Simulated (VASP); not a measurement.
Here is a VASP 6.6.1 calculation.

INCAR

```
PREC = Accurate ; ENCUT = 600
EDIFF = 1E-7 ; ISMEAR = -1
SIGMA = 0.05 ; LREAL = False
LASPH = True ; NELM = 150
ALGO = Normal ; ISIF = 3
LWAVE = False ; LCHARG = False
ISPIN = 2 ; MAGMOM = 1.5
LORBIT = 11 ; LMAXMIX = 4
GGA = PE ; IBRION = 2
NSW = 100 ; EDIFFG = -0.005
```

The input KPOINTS:

```
Automatic mesh
0
Gamma
  15 15 15
```

The input POSCAR:

```
V
1.0
   -1.5143500000      1.5143500000      1.5143500000
    1.5143500000     -1.5143500000      1.5143500000
    1.5143500000      1.5143500000     -1.5143500000
V
1
Direct
    0.0000000000      0.0000000000      0.0000000000
```

Potentials or basis: VASP PAW PBE potentials, release 64 (V_sv).

Run with:

```console
$ cat potpaw_PBE.64/V_sv/POTCAR > POTCAR
$ mpirun -np 1 vasp_std > vasp.out
```

(1) Predict the relaxed volume.

(2) Predict the net moment.

(3) What does it give for the relaxed cell?

## Answers

(1) 13.46 Å³/atom.

(2) 0.00 μB per cell.

(3) a = 2.596 Å, b = 2.596 Å, c = 2.596 Å, α = 109.47°, β = 109.47°, γ = 109.47°.
